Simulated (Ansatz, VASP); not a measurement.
One calculation of NaH, two programs

```
Na H
1.0
     3.95331    0.00000    0.00000
    -1.97665    3.42366    0.00000
     0.00000    0.00000    4.82832
Na H
2 2
Direct
  0.33333 0.66667 0.25000
  0.66667 0.33333 0.75000
  0.66667 0.33333 0.25000
  0.33333 0.66667 0.75000
```

Alike in both runs: task single point; functional PBE; k mesh 6 × 6 × 4; occupations fermi-dirac, width 0.001 eV; no spin polarisation.

|  | VASP | Ansatz |
| --- | --- | --- |
| version | VASP 6.6.1 | Ansatz 0.2.0 |
| potentials or method | VASP PAW PBE potentials, release 64 (Na_pv, H) | plane waves |
| plane-wave cutoff (eV) | 500 | 420 |
| valence electrons in the cell | 16 | 20 |

VASP gave:

- gap on the k mesh at the Fermi level (eV): 3.33
- pressure (GPa): 0.3
- traceless stress, the component that is largest in VASP (GPa): 0.07

Question: What did Ansatz give for the same quantities?

Answer: gap on the k mesh at the Fermi level (eV): 3.33; pressure (GPa): 0.4; traceless stress, the component that is largest in VASP (GPa): 0.08.

VASP's potentials hold 16 valence electrons a cell and Ansatz's 20, so a difference there can come from the potentials and not from the codes.
